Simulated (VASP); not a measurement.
# AlN (P6_3mc) in VASP: a series of runs, part 2 of 2

VASP 6.6.1.

### Step 4. Single point, PBEsol (volume scaled by 0.96)

Contents of INCAR:

```
PREC = Accurate
ENCUT = 520
EDIFF = 1E-7
ISMEAR = -1
SIGMA = 0.02
LREAL = F
LASPH = T
NELM = 100
ALGO = Normal
ISIF = 2
LWAVE = F
LCHARG = F
GGA = PS
NBANDS = 16
```

Contents of KPOINTS:

```
Automatic mesh
0
Gamma
  11 11 6
```

Contents of POSCAR:

```
AlN
1.0
    3.0689564278      0.0000000000      0.0000000000
   -1.5344782139      2.6577942296      0.0000000000
    0.0000000000      0.0000000000      4.9107214824
Al N
2 2
Direct
    0.3333333333      0.6666666667      0.0000000000
    0.6666666667      0.3333333333      0.5000000000
    0.3333333333      0.6666666667      0.3850000000
    0.6666666667      0.3333333333      0.8850000000
```

Potentials or basis: VASP PAW PBE potentials, release 64 (Al, N).

The run is started by

```
> cat potpaw_PBE.64/Al/POTCAR potpaw_PBE.64/N/POTCAR > POTCAR
> mpirun -np 1 vasp_std > vasp.out
```

OUTCAR:

```text
PREC = Accurate
   ENCUT = 520
   EDIFF = 1E-7
   ISMEAR = -1
   LREAL = F
   LASPH = T
   NELM = 100
   ISIF = 2
   GGA = PS

 ion  position               nearest neighbor table
   1  0.333  0.667  0.000-   4 1.86   4 1.86   4 1.86   3 1.89   2 3.03   2 3.03   2 3.03   2 3.03
                             2 3.03   2 3.03
   2  0.667  0.333  0.500-   3 1.86   3 1.86   3 1.86   4 1.89   1 3.03   1 3.03   1 3.03   1 3.03
                             1 3.03   1 3.03
   3  0.333  0.667  0.385-   2 1.86   2 1.86   2 1.86   1 1.89
   4  0.667  0.333  0.885-   1 1.86   1 1.86   1 1.86   2 1.89

  LATTYP: Found a hexagonal cell.
 ALAT       =     3.0689564278
 C/A-ratio  =     1.6001274694

  Lattice vectors:

 A1 = (   3.0689564278,   0.0000000000,   0.0000000000)
 A2 = (  -1.5344782139,   2.6577942296,   0.0000000000)
 A3 = (   0.0000000000,   0.0000000000,   4.9107214824)

Analysis of symmetry for initial positions (statically):
=====================================================================
 Subroutine PRICEL returns:
 Original cell was already a primitive cell.

 Routine SETGRP: Setting up the symmetry group for a
 hexagonal supercell.

 Subroutine GETGRP returns: Found 12 space group operations
 (whereof  6 operations were pure point group operations)
 out of a pool of 24 trial point group operations.

The static configuration has the point symmetry C_3v.
 The point group associated with its full space group is C_6v.

Analysis of symmetry for dynamics (positions and initial velocities):
=====================================================================
 Subroutine PRICEL returns:
 Original cell was already a primitive cell.

 Routine SETGRP: Setting up the symmetry group for a
 hexagonal supercell.

 Subroutine GETGRP returns: Found 12 space group operations
 (whereof  6 operations were pure point group operations)
 out of a pool of 24 trial point group operations.

[... 119 lines left out ...]
   EFERMI =   0.00;   METHOD = LEGACY
   ISMEAR =    -1;   SIGMA  =   0.02  broadening in eV -4-tet -1-fermi 0-gaus
   EFERMI_NEDOS =   21; number of points for ismear=-14 and -15
   IALGO  =     38    algorithm
   IMIX   =      4    mixing-type and parameters
     AMIX     =   0.40;   BMIX     =  1.00
     AMIX_MAG =   1.60;   BMIX_MAG =  1.00
  volume/ion in A,a.u.               =      10.01        67.58
  Fermi-wavevector in a.u.,A,eV,Ry     =   1.205672  2.278389 19.778027  1.453644
  Thomas-Fermi vector in A             =   2.341361
   LORBIT       =      0    0 simple, 1 ext, 2 COOP (PROOUT), +10 PAW based schemes
   GGA     = PS    functional components
   LHFCALC =     F    Hartree Fock is set to
   AEXX    =    0.0000 exact exchange contribution
   IVDW    =     0    specifies the selected vdW correction
   LEPSILON=     F    determine dielectric tensor
   LRPA    =     F    only Hartree local field effects (RPA)
 non-spin polarized calculation
  energy-cutoff  :      520.00
  volume of cell :       40.06
 maximum number of plane-waves:      1092
 NGX is ok and might be reduce to    24
   NGX = 11   NGY = 11   NGZ = 19

 number of electron      15.9999997 magnetization

 Free energy of the ion-electron system (eV)
  ---------------------------------------------------
  ext. energy  EPLUGINS =         0.00000000
  ---------------------------------------------------
  free energy    TOTEN  =       -31.25728761 eV

  energy without entropy =      -31.25728761  energy(sigma->0) =      -31.25728761

 E-fermi :   6.9042     XC(G=0): -11.2916

 val. band max:        6.5276620837   @ k =   0.0000   0.0000   0.0000
 cond. band min:      10.9799160090   @ k =   0.0000   0.0000   0.0000
 fundamental gap:      4.4522539252
 Fermi energy:         6.9041877391

 k-point     1 :       0.0000    0.0000    0.0000
  band No.  band energies     occupation
      1      -8.9524      2.00000
      2      -6.6338      2.00000
      3       0.2414      2.00000
      4       5.5582      2.00000
      5       5.5582      2.00000
      6       6.2232      2.00000
[... 433 lines left out ...]
      3       1.3296      2.00000
      4       3.3359      2.00000
      5       3.7560      2.00000
      6       4.8965      2.00000
[... 8 lines left out ...]
     15      19.2283      0.00000
     16      20.2172      0.00000

 [... further k-points ...]
[... 5 lines left out ...]
  --------------------------------------------------------------------------------------
  -------------------------------------------------------------------------------------
  Total        2.6624249      2.6624249      1.8756469      0.0000000      0.0000000      0.0000000
  in kB      106.4953319    106.4953319     75.0247051      0.0000000      0.0000000      0.0000000
  external PRESSURE =      96.0051230 kB  Pullay stress =       0.0000000 kB

 VOLUME and BASIS-vectors are now :
 -----------------------------------------------------------------------------
  energy-cutoff  :      520.00
  volume of cell :       40.06
      direct lattice vectors                 reciprocal lattice vectors
     3.068956428  0.000000000  0.000000000     0.325843662  0.188125926  0.000000000
    -1.534478214  2.657794230  0.000000000     0.000000000  0.376251852  0.000000000
     0.000000000  0.000000000  4.910721482     0.000000000  0.000000000  0.203636065

 POSITION                                       TOTAL-FORCE (eV/Angst)
 -----------------------------------------------------------------------------------
     -0.00000      1.77186      0.00000         0.000000      0.000000      0.180380
      1.53448      0.88593      2.45536         0.000000      0.000000      0.180380
     -0.00000      1.77186      1.89063        -0.000000      0.000000     -0.180380
      1.53448      0.88593      4.34599        -0.000000     -0.000000     -0.180380
 -----------------------------------------------------------------------------------
    total drift:                                0.000000      0.000000      0.000376

  FREE ENERGIE OF THE ION-ELECTRON SYSTEM (eV)
  ---------------------------------------------------
  free  energy   TOTEN  =       -31.2572876086 eV

  energy  without entropy=      -31.2572876086  energy(sigma->0) =      -31.25728761
```

OSZICAR:

```text
N       E                     dE             d eps       ncg     rms          rms(c)
DAV:   1     0.383306456895E+02    0.38331E+02   -0.74377E+03  2048   0.901E+02
DAV:   2    -0.325452190127E+02   -0.70876E+02   -0.65376E+02  2848   0.187E+02
DAV:   3    -0.358623474185E+02   -0.33171E+01   -0.33084E+01  2600   0.421E+01
DAV:   4    -0.358812950692E+02   -0.18948E-01   -0.18947E-01  2512   0.356E+00
DAV:   5    -0.358815276744E+02   -0.23261E-03   -0.23260E-03  2568   0.399E-01    0.120E+01
DAV:   6    -0.313179694480E+02    0.45636E+01   -0.95783E+00  2440   0.226E+01    0.431E+00
DAV:   7    -0.312945005879E+02    0.23469E-01   -0.66080E-01  2256   0.567E+00    0.296E+00
DAV:   8    -0.312615881977E+02    0.32912E-01   -0.68521E-02  2288   0.220E+00    0.538E-01
DAV:   9    -0.312570199215E+02    0.45683E-02   -0.11996E-02  2712   0.818E-01    0.242E-01
DAV:  10    -0.312573567159E+02   -0.33679E-03   -0.13115E-03  2224   0.235E-01    0.144E-01
DAV:  11    -0.312572888547E+02    0.67861E-04   -0.11249E-04  2400   0.782E-02    0.302E-02
DAV:  12    -0.312572879615E+02    0.89325E-06   -0.53164E-06  2424   0.197E-02    0.397E-03
DAV:  13    -0.312572875874E+02    0.37410E-06   -0.17106E-06  2576   0.973E-03    0.428E-03
DAV:  14    -0.312572876086E+02   -0.21211E-07   -0.14726E-07  1352   0.336E-03
   1 F= -.31257288E+02 E0= -.31257288E+02  d E =-.115810E-10
```

stdout:

```text
POSCAR found type information on POSCAR AlN
 POSCAR found :  2 types and       4 ions
 scaLAPACK will be used
 -----------------------------------------------------------------------------
|                                                                             |
|                                                                             |
|     You enforced a specific xc type in the INCAR file but a different       |
|     I HOPE YOU KNOW WHAT YOU ARE DOING!                                     |
|                                                                             |
 -----------------------------------------------------------------------------

 LDA part: xc-table for (Slater+PW92), standard interpolation
 POSCAR, INCAR and KPOINTS ok, starting setup
 FFT: planning ... GRIDC
 FFT: planning ... GRID_SOFT
 FFT: planning ... GRID
 WAVECAR not read
 entering main loop
```

Wall time 24 s (1 thread of AMD EPYC 7R13 (Zen 3), shared host); peak memory 0.14 GiB.

What came out:

```yaml
Free_energy: -31.2573 eV
Pressure: 9.6 GPa
Largest_force: 0.180 eV/Å
Band_gap_on_the_k_mesh: 4.45 eV, direct
```

Forces on the atoms (eV/Å):
```
Al   0.000  0.000  0.180
Al   0.000  0.000  0.180
N    0.000  0.000 -0.180
N    0.000  0.000 -0.180
```

Stress tensor (GPa, compression positive):
```
10.65  0.00  0.00
 0.00 10.65  0.00
 0.00  0.00  7.50
```

Levels at points of the mesh, in eV from the valence-band top:
```
           k point  band 4  band 5  band 6  band 7  band 8  band 9  band 10  band 11  band 12  band 13
(0.00, 0.00, 0.00)   -0.97   -0.97   -0.30   -0.30    0.00    4.45     6.89    10.84    11.28    11.28
(0.00, 0.00, 0.50)   -3.46   -0.65   -0.65   -0.65   -0.65    6.72     6.72    10.51    10.51    11.60
```

Caveat: the PAW data sets were made with another functional, which shifts forces and pressure a little. A k mesh can miss the band edges.

### Step 5. Summary

```tsv
cell	gap on the mesh (eV)	pressure (GPa)	largest force (eV/Å)
a = 3.142, b = 3.142, c = 4.978 Å, angles 90.0, 90.0, 120.0°, 4 atoms	3.89	-3.5	0.07
a = 3.204, b = 3.204, c = 4.978 Å, angles 90.0, 90.0, 120.0°, 4 atoms	3.51	-10.5	0.10
a = 3.069, b = 3.069, c = 4.911 Å, angles 90.0, 90.0, 120.0°, 4 atoms	4.45	9.6	0.18
```

Alike in all rows: task single point; level PBEsol; potentials or basis VASP PAW PBE potentials, release 64 (Al, N); no spin polarisation; k mesh 11 × 11 × 6; cutoff (eV) 520; smearing fermi-dirac 0.02 eV.

Caveats: the PAW data sets were made with another functional, which shifts forces and pressure a little.

Total energies depend on the potentials used, so only differences within one code and one set of settings carry meaning.
